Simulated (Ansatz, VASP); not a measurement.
Sn in VASP and in Ansatz

```
CELL_PARAMETERS angstrom
-1.94227 1.94227 1.94227
1.94227 -1.94227 1.94227
1.94227 1.94227 -1.94227
ATOMIC_POSITIONS crystal
Sn 0.00000 0.00000 0.00000
```

Alike in both runs: task single point; functional revPBE; k mesh 13 × 13 × 13; occupations fermi-dirac, width 0.1 eV; no spin polarisation.

```csv
,VASP,Ansatz
version,VASP 6.6.1,Ansatz 0.2.0
potentials or method,"VASP PAW PBE potentials, release 64 (Sn_d), cutoff 520 eV","plane waves (420 eV) with PAW, scalar-relativistic"
valence electrons in the cell,14,14
```

```csv
,VASP,Ansatz,Ansatz less VASP
pressure (GPa),-1.4,-1.3,+0.05
```

VASP's potentials were made for PBE, not for revPBE. The functional is the same, so the differences come from potentials, cutoffs and numerics.
